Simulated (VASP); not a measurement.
# Cu3N (Pm-3m) in VASP: notebook, part 2 of 2

VASP 6.6.1. Earlier steps stand in the parts before.

## 3. Single point, r2SCAN+D4

This run uses another cell than the first one, of 13.87 Å³/atom.

Input file POSCAR:

```
Cu3N
1.0
    3.8139996071      0.0000000000      0.0000000000
    0.0000000000      3.8139996071      0.0000000000
    0.0000000000      0.0000000000      3.8139996071
Cu N
3 1
Direct
    0.5000000000      0.0000000000      0.0000000000
    0.0000000000      0.5000000000      0.0000000000
    0.0000000000      0.0000000000      0.5000000000
    0.0000000000      0.0000000000      0.0000000000
```

Input file INCAR.step1:

```
PREC = Accurate
ENCUT = 660
ISMEAR = 0
SIGMA = 0.05
LREAL = False
LASPH = True
NELM = 120
NBANDS = 27
GGA = PE
ALGO = Normal
EDIFF = 1E-5
LWAVE = True
LCHARG = False
GGA_COMPAT = False
```

Input file INCAR.step2:

```
PREC = Accurate
ENCUT = 660
EDIFF = 1E-6
ISMEAR = 0
SIGMA = 0.05
LREAL = False
LASPH = True
NELM = 120
ALGO = Normal
ISIF = 2
LWAVE = False
LCHARG = False
METAGGA = R2SCAN
LMIXTAU = True
IVDW = 13
VDW_S6 = 1.0
VDW_S8 = 0.6018749
VDW_A1 = 0.51559235
VDW_A2 = 5.77342911
NBANDS = 27
ISTART = 1
GGA_COMPAT = False
```

Input file KPOINTS:

```
regular mesh
0
Gamma
  8 8 8
```

Potentials or basis: VASP PAW PBE potentials, release 64 (Cu, N).

Run with:

```
> cat potpaw_PBE.64/Cu/POTCAR potpaw_PBE.64/N/POTCAR > POTCAR
> cp INCAR.step1 INCAR
> mpirun -np 1 vasp_std > vasp.out
> cp INCAR.step2 INCAR
> mpirun -np 1 vasp_std > vasp.out
```

OUTCAR:

```text
PREC = Accurate
   ENCUT = 660
   EDIFF = 1E-6
   ISMEAR = 0
   LREAL = False
   LASPH = True
   NELM = 120
   ISIF = 2
   METAGGA = R2SCAN
   IVDW = 13
   ISTART = 1

 ion  position               nearest neighbor table
   1  0.500  0.000  0.000-   4 1.91   4 1.91   2 2.70   3 2.70   2 2.70   2 2.70   3 2.70   3 2.70
                             3 2.70   2 2.70
   2  0.000  0.500  0.000-   4 1.91   4 1.91   1 2.70   3 2.70   1 2.70   3 2.70   3 2.70   3 2.70
                             1 2.70   1 2.70
   3  0.000  0.000  0.500-   4 1.91   4 1.91   1 2.70   1 2.70   2 2.70   2 2.70   2 2.70   2 2.70
                             1 2.70   1 2.70
   4  0.000  0.000  0.000-   1 1.91   2 1.91   3 1.91   3 1.91   2 1.91   1 1.91

  LATTYP: Found a simple cubic cell.
 ALAT       =     3.8139996071

  Lattice vectors:

 A1 = (   3.8139996071,   0.0000000000,   0.0000000000)
 A2 = (   0.0000000000,   3.8139996071,   0.0000000000)
 A3 = (   0.0000000000,   0.0000000000,   3.8139996071)

Analysis of symmetry for initial positions (statically):
=====================================================================
 Subroutine PRICEL returns:
 Original cell was already a primitive cell.

 Routine SETGRP: Setting up the symmetry group for a
 simple cubic supercell.

 Subroutine GETGRP returns: Found 48 space group operations
 (whereof 48 operations were pure point group operations)
 out of a pool of 48 trial point group operations.

The static configuration has the point symmetry O_h .

Analysis of symmetry for dynamics (positions and initial velocities):
=====================================================================
 Subroutine PRICEL returns:
 Original cell was already a primitive cell.

 Routine SETGRP: Setting up the symmetry group for a
 simple cubic supercell.

 Subroutine GETGRP returns: Found 48 space group operations
 (whereof 48 operations were pure point group operations)
 out of a pool of 48 trial point group operations.

The dynamic configuration has the point symmetry O_h .

 Subroutine INISYM returns: Found 48 space group operations
 (whereof 48 operations are pure point group operations),
 and found     1 'primitive' translations

----------------------------------------------------------------------------------------

                                     Primitive cell

  volume of cell :      55.4807

  direct lattice vectors                    reciprocal lattice vectors
     3.813999607  0.000000000  0.000000000     0.262191951  0.000000000  0.000000000
     0.000000000  3.813999607  0.000000000     0.000000000  0.262191951  0.000000000
     0.000000000  0.000000000  3.813999607     0.000000000  0.000000000  0.262191951

  length of vectors
     3.813999607  3.813999607  3.813999607     0.262191951  0.262191951  0.262191951

  position of ions in fractional coordinates (direct lattice)
     0.500000000  0.000000000  0.000000000
     0.000000000  0.500000000  0.000000000
     0.000000000  0.000000000  0.500000000
     0.000000000  0.000000000  0.000000000

  ion indices of the primitive-cell ions
   primitive index   ion index
                 1           1
                 2           2
                 3           3
                 4           4

----------------------------------------------------------------------------------------

 KPOINTS: regular mesh

Automatic generation of k-mesh.
 Grid dimensions read from file:
 generate k-points for:    8    8    8

 Generating k-lattice:

  Cartesian coordinates                     Fractional coordinates (reciprocal lattice)
     0.032773994  0.000000000  0.000000000     0.125000000  0.000000000  0.000000000
     0.000000000  0.032773994  0.000000000     0.000000000  0.125000000  0.000000000
     0.000000000  0.000000000  0.032773994     0.000000000  0.000000000  0.125000000

  Length of vectors
     0.032773994  0.032773994  0.032773994

  Shift w.r.t. Gamma in fractional coordinates (k-lattice)
     0.000000000  0.000000000  0.000000000

 Subroutine IBZKPT returns following result:
 ===========================================

 Found     35 irreducible k-points:

 Following reciprocal coordinates:
            Coordinates               Weight
  0.000000  0.000000  0.000000      1.000000
  0.125000  0.000000  0.000000      6.000000
  0.250000  0.000000  0.000000      6.000000
  0.375000  0.000000  0.000000      6.000000
  0.500000  0.000000  0.000000      3.000000
  0.125000  0.125000  0.000000     12.000000
[... 16 lines left out ...]
  0.375000  0.375000  0.125000     24.000000
  0.500000  0.375000  0.125000     24.000000
 [... further k-points ...]
   k-points           NKPTS =     35   k-points in BZ     NKDIM =     35   number of bands    NBANDS=     27
   number of dos      NEDOS =    301   number of ions     NIONS =      4
   total plane-waves  NPLWV =  32768
   dimension x,y,z NGX =    32 NGY =   32 NGZ =   32
   dimension x,y,z NGXF=    64 NGYF=   64 NGZF=   64
   ions per type =               3   1
   NGX,Y,Z   is equivalent  to a cutoff of  13.95, 13.95, 13.95 a.u.
   NGXF,Y,Z  is equivalent  to a cutoff of  27.90, 27.90, 27.90 a.u.
 SYSTEM =  unknown system
   PREC   = accura    normal or accurate (medium, high low for compatibility)
   ISTART =      1    job   : 0-new  1-cont  2-samecut
   ICHARG =      0    charge: 1-file 2-atom 10-const
   ISPIN  =      1    spin polarized calculation?
   LNONCOLLINEAR =      F non collinear calculations
   LSORBIT =      F    spin-orbit coupling
   LASPH  =      T    aspherical Exc in radial PAW
   ENCUT  =  660.0 eV  48.51 Ry    6.96 a.u.   7.99  7.99  7.99*2*pi/ulx,y,z
   NELM   =    120;   NELMIN=  2; NELMDL=  0     # of ELM steps
   EDIFF  = 0.1E-05   stopping-criterion for ELM
   LREAL  =      F    real-space projection
[... 7 lines left out ...]
   TEBEG  =    0.0;   TEEND  =   0.0 temperature during run
   PSTRESS=    0.0 pullay stress
   NELECT =      38.0000    total number of electrons
   NUPDOWN=      -1.0000    fix difference up-down
   EMIN   =  10.00;   EMAX   =-10.00  energy-range for DOS
   EFERMI =   0.00;   METHOD = LEGACY
   ISMEAR =     0;   SIGMA  =   0.05  broadening in eV -4-tet -1-fermi 0-gaus
   EFERMI_NEDOS =   21; number of points for ismear=-14 and -15
   IALGO  =     38    algorithm
   IMIX   =      4    mixing-type and parameters
     AMIX     =   0.40;   BMIX     =  1.00
     AMIX_MAG =   1.60;   BMIX_MAG =  1.00
  volume/ion in A,a.u.               =      13.87        93.60
  Fermi-wavevector in a.u.,A,eV,Ry     =   1.443074  2.727015 28.333639  2.082464
  Thomas-Fermi vector in A             =   2.561523
   LORBIT       =      0    0 simple, 1 ext, 2 COOP (PROOUT), +10 PAW based schemes
   METAGGA = R2SCAN    functional components
   LHFCALC =     F    Hartree Fock is set to
   AEXX    =    0.0000 exact exchange contribution
   IVDW    =    13    specifies the selected vdW correction
   LEPSILON=     F    determine dielectric tensor
   LRPA    =     F    only Hartree local field effects (RPA)
 non-spin polarized calculation
 Gauss-broadening in eV      SIGMA  =   0.05
  energy-cutoff  :      660.00
  volume of cell :       55.48
 maximum number of plane-waves:      2176
 NGX is ok and might be reduce to    32
   NGX = 15   NGY = 15   NGZ = 15

 number of electron      37.9999972 magnetization

 Free energy of the ion-electron system (eV)
  ---------------------------------------------------
  ext. energy  EPLUGINS =         0.00000000
  ---------------------------------------------------
  free energy    TOTEN  =       -40.71304370 eV

  energy without entropy =      -40.71304369  energy(sigma->0) =      -40.71304370

 E-fermi :   4.9349     XC(G=0): -11.4323

 val. band max:        4.7742409931   @ k =   0.5000   0.5000   0.5000
 cond. band min:       5.0955086159   @ k =   0.5000   0.5000   0.0000
 fundamental gap:      0.3212676228
 Fermi energy:         4.9348643476

 k-point     1 :       0.0000    0.0000    0.0000
  band No.  band energies     occupation
      1     -12.9466      2.00000
      2      -0.5150      2.00000
      3      -0.1297      2.00000
      4      -0.1297      2.00000
      5      -0.1297      2.00000
      6       0.8177      2.00000
[... 19 lines left out ...]
     26      17.5868      0.00000
     27      17.5868      0.00000
[... 667 lines left out ...]
      5       1.4531      2.00000
      6       1.4889      2.00000
[... 19 lines left out ...]
     26      15.0368      0.00000
     27      17.7466      0.00000

 [... further k-points ...]

------------------------ aborting loop because EDIFF is reached ----------------------------------------

  DFT-D4 for vdW energy calculation

  Edisp (eV):   -0.53152

  FORCE on cell =-STRESS in cart. coord.  units (eV):
  Direction    XX          YY          ZZ          XY          YZ          ZX
  --------------------------------------------------------------------------------------
  -------------------------------------------------------------------------------------
  Total      -1.13465    -1.13465    -1.13465     0.00000     0.00000    -0.00000
  in kB     -32.76647   -32.76647   -32.76647     0.00000     0.00000    -0.00000
  external pressure =      -32.77 kB  Pullay stress =        0.00 kB

 VOLUME and BASIS-vectors are now :
 -----------------------------------------------------------------------------
  energy-cutoff  :      660.00
  volume of cell :       55.48
      direct lattice vectors                 reciprocal lattice vectors
     3.813999607  0.000000000  0.000000000     0.262191951  0.000000000  0.000000000
     0.000000000  3.813999607  0.000000000     0.000000000  0.262191951  0.000000000
     0.000000000  0.000000000  3.813999607     0.000000000  0.000000000  0.262191951

 POSITION                                       TOTAL-FORCE (eV/Angst)
 -----------------------------------------------------------------------------------
      1.90700      0.00000      0.00000         0.000000      0.000000      0.000000
      0.00000      1.90700      0.00000         0.000000      0.000000      0.000000
      0.00000      0.00000      1.90700         0.000000      0.000000      0.000000
      0.00000      0.00000      0.00000         0.000000      0.000000      0.000000
 -----------------------------------------------------------------------------------
    total drift:                                0.000000      0.000000     -0.000000

  FREE ENERGIE OF THE ION-ELECTRON SYSTEM (eV)
  ---------------------------------------------------
  free  energy   TOTEN  =       -41.2445594336 eV

  energy  without entropy=      -41.2445594227  energy(sigma->0) =      -41.24455943
```

It took 6.5 min on 1 thread of Oxide Virtual Turin-like, shared host; peak memory 0.18 GiB.

Results:

```
Free energy                : -41.2446 eV
Pressure                   : -3.3 GPa
Band gap on the k mesh     : 0.32 eV (least direct gap 0.90 eV)
Dispersion energy per atom : -0.133 eV
```

Caveat: the cell stands under tension; semilocal functionals underestimate gaps, and a narrow one can read as zero; the PAW data sets were made with another functional, which shifts forces and pressure a little. A k mesh can miss the band edges.
